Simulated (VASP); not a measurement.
A run of VASP 6.6.1 is set up as follows.

POSCAR

```
GaAs
1.0
    0.0000000000      2.7623735624      2.7623735624
    2.7623735624      0.0000000000      2.7623735624
    2.7623735624      2.7623735624      0.0000000000
Ga As
1 1
Direct
    0.0000000000      0.0000000000      0.0000000000
    0.7500000000      0.7500000000      0.7500000000
```

The input INCAR.step1:

```
ALGO = Normal
EDIFF = 1E-4
ENCUT = 520
GGA = PE
ISMEAR = 0
LASPH = T
LCHARG = F
LREAL = F
LWAVE = T
NBANDS = 16
NELM = 80
PREC = Accurate
SIGMA = 0.05
```

INCAR.step2

```
ALGO = Normal
EDIFF = 1E-6
ENCUT = 520
ISIF = 2
ISMEAR = 0
ISTART = 1
LASPH = T
LCHARG = F
LMIXTAU = T
LREAL = F
LWAVE = F
METAGGA = R2SCAN
NBANDS = 16
NELM = 80
PREC = Accurate
SIGMA = 0.05
```

The input KPOINTS:

```
k-points
0
Gamma
  8 8 8
```

Potentials or basis: VASP PAW PBE potentials, release 64 (Ga_d, As).

Launch:

```sh
$ cat potpaw_PBE.64/Ga_d/POTCAR potpaw_PBE.64/As/POTCAR > POTCAR
$ cp INCAR.step1 INCAR
$ mpirun -np 1 vasp_std > vasp.out
$ cp INCAR.step2 INCAR
$ mpirun -np 1 vasp_std > vasp.out
```

What does it give for the pressure?

6.7 GPa.

Estimate the band gap on the k mesh.

1.57 eV, direct.

Caveat: the cell differs from its parent crystal (strain -0.025 along x and y, -0.025 along z); the PAW data sets were made with another functional, which shifts forces and pressure a little. A k mesh can miss the band edges.
